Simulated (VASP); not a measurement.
# Ni (P6/mmm) in VASP: further runs

Runs on Ni. Level: r2SCAN. Tasks: single point.

Program: VASP 6.6.1. These are calculated values, not measurements. Logs are shortened: lines on timing, memory, paths and dates and some standing lists are left out, and cuts for length are marked.

## 1. The cell of the first run

The structure is hexagonal, space group P6/mmm (No. 191). Conventional cell: a = 3.939 Å, b = 3.939 Å, c = 2.367 Å, α = 90.00°, β = 90.00°, γ = 120.00°. Within 3.1 Å of Ni (site symmetry 6/mmm) lie 14 Ni at 2.37 to 2.56 Å. Ni (site symmetry -6m2) has 11 Ni at 2.27 to 2.56 Å within 3.0 Å.

This isn't the form of Ni at room conditions, which is fcc.

## 2. Single point, r2SCAN

Input file POSCAR:

```
Ni
1.0
    3.9392869098      0.0000000000      0.0000000000
   -1.9696434549      3.4115225367      0.0000000000
    0.0000000000      0.0000000000      2.3668448275
Ni
3
Direct
    1.0000000000      0.0000000000      0.0000000000
    0.3333333333      0.6666666667      0.5000000000
    0.6666666667      0.3333333333      0.5000000000
```

Input file INCAR.step1:

```
SYSTEM = Ni
PREC = Accurate
ENCUT = 520
ISMEAR = -1
SIGMA = 0.1
LREAL = .False.
LASPH = .True.
NELM = 80
NBANDS = 22
GGA = PE
ALGO = Normal
EDIFF = 1E-4
LWAVE = .True.
LCHARG = .False.
```

Input file INCAR.step2:

```
SYSTEM = Ni
PREC = Accurate
ENCUT = 520
EDIFF = 1E-6
ISMEAR = -1
SIGMA = 0.1
LREAL = .False.
LASPH = .True.
NELM = 80
ALGO = Normal
ISIF = 2
LWAVE = .False.
LCHARG = .False.
METAGGA = R2SCAN
LMIXTAU = .True.
NBANDS = 22
ISTART = 1
```

Input file KPOINTS:

```
regular mesh
0
Gamma
  12 12 17
  0 0 0
```

Potentials or basis: VASP PAW PBE potentials, release 64 (Ni).

Launch:

```console
> cat potpaw_PBE.64/Ni/POTCAR > POTCAR
> cp INCAR.step1 INCAR
> mpirun -np 1 vasp_std > vasp.out
> cp INCAR.step2 INCAR
> mpirun -np 1 vasp_std > vasp.out
```

OUTCAR:

```text
SYSTEM = Ni
   PREC = Accurate
   ENCUT = 520
   EDIFF = 1E-6
   ISMEAR = -1
   LREAL = .False.
   LASPH = .True.
   NELM = 80
   ISIF = 2
   METAGGA = R2SCAN
   ISTART = 1

 ion  position               nearest neighbor table
   1  0.000  0.000  0.000-   2 2.56   3 2.56   2 2.56   3 2.56   3 2.56   3 2.56   2 2.56   2 2.56
                             3 2.56   3 2.56   2 2.56   2 2.56
   2  0.333  0.667  0.500-   3 2.27   3 2.27   3 2.27   1 2.56   1 2.56   1 2.56   1 2.56   1 2.56
                             1 2.56
   3  0.667  0.333  0.500-   2 2.27   2 2.27   2 2.27   1 2.56   1 2.56   1 2.56   1 2.56   1 2.56
                             1 2.56

  LATTYP: Found a hexagonal cell.
 ALAT       =     3.9392869098
 C/A-ratio  =     0.6008307802

  Lattice vectors:

 A1 = (   3.9392869098,   0.0000000000,   0.0000000000)
 A2 = (  -1.9696434549,   3.4115225367,   0.0000000000)
 A3 = (   0.0000000000,   0.0000000000,   2.3668448275)

Analysis of symmetry for initial positions (statically):
=====================================================================
 Subroutine PRICEL returns:
 Original cell was already a primitive cell.

 Routine SETGRP: Setting up the symmetry group for a
 hexagonal supercell.

 Subroutine GETGRP returns: Found 24 space group operations
 (whereof 24 operations were pure point group operations)
 out of a pool of 24 trial point group operations.

The static configuration has the point symmetry D_6h.

Analysis of symmetry for dynamics (positions and initial velocities):
=====================================================================
 Subroutine PRICEL returns:
 Original cell was already a primitive cell.

 Routine SETGRP: Setting up the symmetry group for a
 hexagonal supercell.

 Subroutine GETGRP returns: Found 24 space group operations
 (whereof 24 operations were pure point group operations)
 out of a pool of 24 trial point group operations.

The dynamic configuration has the point symmetry D_6h.

 Subroutine INISYM returns: Found 24 space group operations
 (whereof 24 operations are pure point group operations),
 and found     1 'primitive' translations

----------------------------------------------------------------------------------------

                                     Primitive cell

  volume of cell :      31.8079

  direct lattice vectors                    reciprocal lattice vectors
     3.939286910  0.000000000  0.000000000     0.253853051  0.146562127  0.000000000
    -1.969643455  3.411522537  0.000000000     0.000000000  0.293124254  0.000000000
     0.000000000  0.000000000  2.366844828     0.000000000  0.000000000  0.422503406

  length of vectors
     3.939286910  3.939286910  2.366844828     0.293124254  0.293124254  0.422503406

  position of ions in fractional coordinates (direct lattice)
     0.000000000  0.000000000  0.000000000
     0.333333333  0.666666667  0.500000000
     0.666666667  0.333333333  0.500000000

  ion indices of the primitive-cell ions
   primitive index   ion index
                 1           1
                 2           2
                 3           3

----------------------------------------------------------------------------------------

 KPOINTS: regular mesh

Automatic generation of k-mesh.
 Grid dimensions read from file:
 generate k-points for:   12   12   17

 Generating k-lattice:

  Cartesian coordinates                     Fractional coordinates (reciprocal lattice)
     0.021154421  0.012213511  0.000000000     0.083333333  0.000000000  0.000000000
     0.000000000  0.024427021  0.000000000     0.000000000  0.083333333  0.000000000
     0.000000000  0.000000000  0.024853142     0.000000000  0.000000000  0.058823529

  Length of vectors
     0.024427021  0.024427021  0.024853142

  Shift w.r.t. Gamma in fractional coordinates (k-lattice)
     0.000000000  0.000000000  0.000000000

 Subroutine IBZKPT returns following result:
 ===========================================

 Found    171 irreducible k-points:

 Following reciprocal coordinates:
            Coordinates               Weight
  0.000000  0.000000  0.000000      1.000000
  0.083333 -0.000000  0.000000      6.000000
  0.166667 -0.000000  0.000000      6.000000
  0.250000 -0.000000  0.000000      6.000000
  0.333333 -0.000000  0.000000      6.000000
  0.416667 -0.000000  0.000000      6.000000
[... 16 lines left out ...]
  0.250000 -0.000000  0.058824     12.000000
  0.333333 -0.000000  0.058824     12.000000
 [... further k-points ...]
   k-points           NKPTS =    171   k-points in BZ     NKDIM =    171   number of bands    NBANDS=     22
   number of dos      NEDOS =    301   number of ions     NIONS =      3
   total plane-waves  NPLWV =  16200
   dimension x,y,z NGX =    30 NGY =   30 NGZ =   18
   dimension x,y,z NGXF=    60 NGYF=   60 NGZF=   36
   ions per type =               3
   NGX,Y,Z   is equivalent  to a cutoff of  12.66, 12.66, 12.64 a.u.
   NGXF,Y,Z  is equivalent  to a cutoff of  25.32, 25.32, 25.29 a.u.
 SYSTEM =  Ni
   PREC   = accura    normal or accurate (medium, high low for compatibility)
   ISTART =      1    job   : 0-new  1-cont  2-samecut
   ICHARG =      0    charge: 1-file 2-atom 10-const
   ISPIN  =      1    spin polarized calculation?
   LNONCOLLINEAR =      F non collinear calculations
   LSORBIT =      F    spin-orbit coupling
   LASPH  =      T    aspherical Exc in radial PAW
   ENCUT  =  520.0 eV  38.22 Ry    6.18 a.u.   7.32  7.32  4.40*2*pi/ulx,y,z
   NELM   =     80;   NELMIN=  2; NELMDL=  0     # of ELM steps
   EDIFF  = 0.1E-05   stopping-criterion for ELM
   LREAL  =      F    real-space projection
   EDIFFG = 0.1E-04   stopping-criterion for IOM
   NSW    =      0    number of steps for IOM
   IBRION =     -1    ionic relax: 0-MD 1-quasi-New 2-CG
   NFREE  =      0    steps in history (QN), initial steepest desc. (CG)
   ISIF   =      2    stress and relaxation
   ISYM   =      2    0-nonsym 1-usesym 2-fastsym
   POTIM  = 0.5000    time-step for ionic-motion
   TEBEG  =    0.0;   TEEND  =   0.0 temperature during run
   PSTRESS=    0.0 pullay stress
   NELECT =      30.0000    total number of electrons
   NUPDOWN=      -1.0000    fix difference up-down
   EMIN   =  10.00;   EMAX   =-10.00  energy-range for DOS
   EFERMI =   0.00;   METHOD = LEGACY
   ISMEAR =    -1;   SIGMA  =   0.10  broadening in eV -4-tet -1-fermi 0-gaus
   EFERMI_NEDOS =   21; number of points for ismear=-14 and -15
   IALGO  =     38    algorithm
   IMIX   =      4    mixing-type and parameters
     AMIX     =   0.40;   BMIX     =  1.00
     AMIX_MAG =   1.60;   BMIX_MAG =  1.00
  volume/ion in A,a.u.               =      10.60        71.55
  Fermi-wavevector in a.u.,A,eV,Ry     =   1.605474  3.033907 35.069668  2.577548
  Thomas-Fermi vector in A             =   2.701815
   LORBIT       =      0    0 simple, 1 ext, 2 COOP (PROOUT), +10 PAW based schemes
   METAGGA = R2SCAN    functional components
   LHFCALC =     F    Hartree Fock is set to
   AEXX    =    0.0000 exact exchange contribution
   IVDW    =     0    specifies the selected vdW correction
   LEPSILON=     F    determine dielectric tensor
   LRPA    =     F    only Hartree local field effects (RPA)
 non-spin polarized calculation
  energy-cutoff  :      520.00
  volume of cell :       31.81
 maximum number of plane-waves:       891
 NGX is ok and might be reduce to    30
   NGX = 15   NGY = 15   NGZ =  9

 number of electron      30.0000002 magnetization

 Free energy of the ion-electron system (eV)
  ---------------------------------------------------
  ext. energy  EPLUGINS =         0.00000000
  ---------------------------------------------------
  free energy    TOTEN  =       -35.28134134 eV

  energy without entropy =      -35.04490380  energy(sigma->0) =      -35.16312257

 E-fermi :   9.3681     XC(G=0): -14.5135

 val. band max:        9.3670126076   @ k =   0.3333   0.2500   0.2353
 cond. band min:       9.3710323129   @ k =   0.3333   0.2500   0.4118
 fundamental gap:      0.0040197053
 Fermi energy:         9.3680893701

 k-point     1 :       0.0000    0.0000    0.0000
  band No.  band energies     occupation
      1       0.0182      2.00000
      2       5.2880      2.00000
      3       6.4429      2.00000
      4       6.4429      2.00000
      5       6.4740      2.00000
      6       6.4740      2.00000
[... 14 lines left out ...]
     21      18.6953      0.00000
     22      18.8366      0.00000

 k-point     2 :       0.0833   -0.0000    0.0000
  band No.  band energies     occupation
      1       0.1188      2.00000
      2       5.2920      2.00000
      3       6.1586      2.00000
      4       6.2951      2.00000
      5       6.4804      2.00000
      6       6.7161      2.00000
[... 14 lines left out ...]
     21      19.2166      0.00000
     22      19.5901      0.00000

 k-point     3 :       0.1667   -0.0000    0.0000
  band No.  band energies     occupation
      1       0.4175      2.00000
      2       5.2626      2.00000
      3       5.8308      2.00000
      4       6.2197      2.00000
      5       6.2674      2.00000
      6       6.8678      2.00000
[... 14 lines left out ...]
     21      20.2120      0.00000
     22      21.5566      0.00000

 k-point     4 :       0.2500   -0.0000    0.0000
  band No.  band energies     occupation
      1       0.9040      2.00000
      2       5.0889      2.00000
      3       5.5275      2.00000
      4       6.0591      2.00000
      5       6.2199      2.00000
      6       6.8336      2.00000
[... 14 lines left out ...]
     21      21.5386      0.00000
     22      23.8824      0.00000

 k-point     5 :       0.3333   -0.0000    0.0000
  band No.  band energies     occupation
      1       1.5594      2.00000
      2       4.7650      2.00000
      3       5.0654      2.00000
      4       6.0759      2.00000
      5       6.2770      2.00000
      6       6.7310      2.00000
[... 417 lines left out ...]
 k-point    22 :       0.1667   -0.0000    0.0588
  band No.  band energies     occupation
      1       0.5193      2.00000
      2       5.3278      2.00000
      3       5.8439      2.00000
      4       6.2065      2.00000
      5       6.2663      2.00000
      6       6.9128      2.00000
[... 14 lines left out ...]
     21      20.2646      0.00000
     22      21.6326      0.00000

 k-point    23 :       0.2500   -0.0000    0.0588
  band No.  band energies     occupation
      1       1.0032      2.00000
      2       5.1519      2.00000
      3       5.5695      2.00000
      4       6.0596      2.00000
      5       6.2132      2.00000
      6       6.8813      2.00000
[... 14 lines left out ...]
     21      21.5999      0.00000
     22      23.9656      0.00000

 k-point    24 :       0.3333   -0.0000    0.0588
  band No.  band energies     occupation
      1       1.6547      2.00000
      2       4.8318      2.00000
      3       5.1153      2.00000
      4       6.0913      2.00000
      5       6.2745      2.00000
      6       6.7778      2.00000
[... 14 lines left out ...]
     21      23.2113      0.00000
     22      26.3906      0.00000

 [... further k-points ...]

------------------------ aborting loop because EDIFF is reached ----------------------------------------

  FORCE on cell =-STRESS in cart. coord.  units (eV):
  Direction    XX          YY          ZZ          XY          YZ          ZX
  --------------------------------------------------------------------------------------
  -------------------------------------------------------------------------------------
  Total        0.1420938      0.1420938      0.1244401     -0.0000000      0.0000000      0.0000000
  in kB        7.1573161      7.1573161      6.2680894     -0.0000000      0.0000000      0.0000000
  external PRESSURE =       6.8609072 kB  Pullay stress =       0.0000000 kB

 VOLUME and BASIS-vectors are now :
 -----------------------------------------------------------------------------
  energy-cutoff  :      520.00
  volume of cell :       31.81
      direct lattice vectors                 reciprocal lattice vectors
     3.939286910  0.000000000  0.000000000     0.253853051  0.146562127  0.000000000
    -1.969643455  3.411522537  0.000000000     0.000000000  0.293124254  0.000000000
     0.000000000  0.000000000  2.366844828     0.000000000  0.000000000  0.422503406

 POSITION                                       TOTAL-FORCE (eV/Angst)
 -----------------------------------------------------------------------------------
      0.00000      0.00000      0.00000        -0.000000      0.000000      0.000000
     -0.00000      2.27435      1.18342         0.000000      0.000000      0.000000
      1.96964      1.13717      1.18342        -0.000000      0.000000      0.000000
 -----------------------------------------------------------------------------------
    total drift:                               -0.000000      0.000000      0.000000

  FREE ENERGIE OF THE ION-ELECTRON SYSTEM (eV)
  ---------------------------------------------------
  free  energy   TOTEN  =       -35.2813413376 eV

  energy  without entropy=      -35.0449038006  energy(sigma->0) =      -35.16312257
```

It took 7.5 min on 1 thread of Intel Xeon 8259CL, shared host; peak memory 0.22 GiB.

Results:

```
Free energy            : -35.2813 eV
Pressure               : 0.7 GPa
Band gap on the k mesh : zero (bands 15 and 16 overlap by 0.73 eV)
```

Caveat: the PAW data sets were made with another functional, which shifts forces and pressure a little; the run has no spin polarisation, though such a crystal can be magnetic.

[end of part 1 of 2]
